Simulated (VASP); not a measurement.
A run of VASP 6.6.1:

INCAR

```
PREC = Accurate
ENCUT = 520
EDIFF = 1E-6
ISMEAR = 0
SIGMA = 0.1
LREAL = F
LASPH = T
NELM = 60
ALGO = Normal
ISIF = 2
LWAVE = F
LCHARG = F
GGA = PE
NBANDS = 20
```

Contents of KPOINTS:

```
Automatic mesh
0
Gamma
  6 4 4
```

File POSCAR:

```
NaInTe
1.0
    3.5379327279      0.0000000000      0.0000000000
    0.0000000000      5.7966484111      0.0000000000
    0.0000000000      0.0000000000      6.3149131110
Na In Te
1 1 1
Direct
    0.0000000000      0.0000000000      0.5000000000
    0.0000000000      0.5000000000      0.0000000000
    0.0000000000      0.5000000000      0.5000000000
```

Potentials or basis: VASP PAW PBE potentials, release 64 (Na_pv, In_d, Te).

The run is started by

```sh
$ cat potpaw_PBE.64/Na_pv/POTCAR potpaw_PBE.64/In_d/POTCAR potpaw_PBE.64/Te/POTCAR > POTCAR
$ mpirun -np 1 vasp_std > vasp.out
```

Hardware: 1 thread of AMD EPYC 9R45 96-Core Processor (Zen 5) (shared host).

**Question.** Estimate the wall time of this run.

**Answer.** Wall time 48 s on 1 thread of AMD EPYC 9R45 96-Core Processor (Zen 5) (shared host), peak memory 0.27 GiB. Counts: scf iterations 16, k points 36.
